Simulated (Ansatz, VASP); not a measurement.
One calculation of SiC, two programs

The input POSCAR:

```
SiC
1.0
   -3.0759982064      0.0000000000      0.0000000000
   -1.5379991032     -2.6638925888      0.0000000000
   -2.3069986548     -1.3319462944     10.0960000000
Si C
4 4
Direct
    0.0064583333      0.0064583333      0.6537500000
    0.2564583333      0.2564583333      0.1537500000
    0.2147916667      0.2147916667      0.9037500000
    0.4647916667      0.4647916667      0.4037500000
   -0.0897916667     -0.0897916667      0.8462500000
    0.1602083333      0.1602083333      0.3462500000
    0.6185416667      0.6185416667      0.0962500000
    0.3685416667      0.3685416667      0.5962500000
```

The input INCAR.step1:

```
SYSTEM = SiC
PREC = Accurate
ENCUT = 520
ISMEAR = 0
SIGMA = 0.05
LREAL = .False.
LASPH = .True.
NELM = 60
NBANDS = 26
GGA = PE
ALGO = Normal
EDIFF = 1E-4
LWAVE = .True.
LCHARG = .False.
```

INCAR.step2

```
SYSTEM = SiC
PREC = Accurate
ENCUT = 520
EDIFF = 1E-7
ISMEAR = 0
SIGMA = 0.05
LREAL = .False.
LASPH = .True.
NELM = 60
ALGO = Normal
ISIF = 2
LWAVE = .False.
LCHARG = .False.
METAGGA = R2SCAN
LMIXTAU = .True.
NBANDS = 26
ISTART = 1
```

File KPOINTS:

```
Automatic mesh
0
Gamma
  8 8 3
  0 0 0
```

Input for Ansatz:

```yaml
crystal:
  lattice:
    - [-3.0759982064, 0.0, 0.0]
    - [-1.5379991032, -2.6638925888, 0.0]
    - [-2.3069986548, -1.3319462944, 10.096]
  atoms:
    - { symbol: Si, position: [0.0064583333, 0.0064583333, 0.65375] }
    - { symbol: Si, position: [0.2564583333, 0.2564583333, 0.15375] }
    - { symbol: Si, position: [0.2147916667, 0.2147916667, 0.90375] }
    - { symbol: Si, position: [0.4647916667, 0.4647916667, 0.40375] }
    - { symbol: C, position: [-0.0897916667, -0.0897916667, 0.84625] }
    - { symbol: C, position: [0.1602083333, 0.1602083333, 0.34625] }
    - { symbol: C, position: [0.6185416667, 0.6185416667, 0.09625] }
    - { symbol: C, position: [0.3685416667, 0.3685416667, 0.59625] }
basis:
  ecutwfc: 500
kpoints:
  mp_grid: { grid: [8, 8, 3] }
hamiltonian:
  xc: r2scan
scf:
  occupations: { method: gaussian, width: 0.05 }
output:
  forces: true
  stress: true
  eigenvalues: true
  write_density: true
  write_potential: true
  elf: true
  volumetric_format: npy
```

Alike in both runs: task single point; functional r2SCAN; k mesh 8 × 8 × 3; occupations gaussian, width 0.05 eV; no spin polarisation.

```csv
,VASP,Ansatz
version,VASP 6.6.1,Ansatz 0.2.0
potentials or method,"VASP PAW PBE potentials, release 64 (Si, C), cutoff 520 eV","scalar-relativistic, plane waves, PAW"
valence electrons in the cell,32,32
```

|  | VASP | Ansatz | Ansatz less VASP |
| --- | --- | --- | --- |
| gap on the k mesh at the Fermi level (eV) | 0.57 | 0.57 | +0.005 |
| least direct gap on the mesh (eV) | 1.11 | 1.11 | +0.006 |
| pressure (GPa) | -1.0 | -0.8 | +0.15 |
| traceless stress, the component that is largest in VASP (GPa) | 5.34 | 5.33 | -0.008 |
| rms of the force components (eV/Å) | 0.501 | 0.504 | +0.0027 |

VASP's potentials were made for PBE, not for r2SCAN. Atom by atom the forces differ by 0.006 eV/Å (rms over components).
